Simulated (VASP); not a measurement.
## Gd: electric field gradients with PBE

The system is Gd.

```
Gd
1.0
     3.63600    0.00000    0.00000
    -1.81800    3.14887    0.00000
     0.00000    0.00000    5.78260
Gd
2
Direct
  0.33333 0.66667 0.25000
  0.66667 0.33333 0.75000
```

| Property | Result |
| --- | --- |
| Program | VASP 6.6.1 |
| Task | electric field gradients |
| Functional | PBE |
| Potentials or basis | VASP PAW PBE potentials, release 64 (Gd) |
| Cutoff | 520 eV |
| k mesh | 12 × 12 × 7 |
| Occupations | fermi-dirac, width 0.05 eV |
| Spin | collinear spin, ferromagnetic start |
| Starting moments | [7.0, 7.0] μB |
| Dipole correction | no |
| Further INCAR settings | ALGO = Normal; EDIFF = 1e-08; NBANDS = 29 |

```
Pressure                                              : 0.5 GPa
Net moment                                            : 15.32 μB per cell
Site moments                                          : Gd +7.00 μB
Valence electrons inside the program's atomic spheres : Gd 15.19
```

Stress tensor (GPa, compression positive):
```
0.39 0.00 0.00
0.00 0.39 0.00
0.00 0.00 0.76
```

Levels at points of the mesh, in eV from the Fermi level:
Spin up:
```tsv
k point	band 24	band 25	band 26	band 27	band 28	band 29
(0.00, 0.00, 0.00)	-2.50	1.04	1.33	1.33	1.49	1.95
(0.50, 0.00, 0.00)	-1.75	-1.30	-0.11	1.07	1.09	1.77
```
Spin down:
| k point | band 7 | band 8 | band 9 | band 10 | band 11 | band 12 | band 13 | band 14 |
| --- | --- | --- | --- | --- | --- | --- | --- | --- |
| (0.00, 0.00, 0.00) | -19.93 | -19.92 | -4.15 | -1.41 | 0.34 | 0.37 | 0.42 | 0.48 |
| (0.50, 0.00, 0.00) | -20.14 | -20.03 | -1.04 | -0.89 | -0.57 | 0.37 | 0.43 | 0.49 |

Electric field gradients, principal values (V/Å²):
```
atom    least   middle  greatest (by size)
1 Gd  -19.835  -19.840              39.675
2 Gd  -19.835  -19.840              39.675
```

Run time: 13 min on 1 thread of AMD EPYC 7R13 Processor (Zen 3) (shared host), peak memory 0.35 GiB.

Caveat: without QUAD_EFG the Cq values of the log hold for a quadrupole moment of 1 mb, not for the nuclei; spin-orbit coupling is left out, which moves the levels of the heavy elements. The state reached can hang on the start; a lower one may exist.
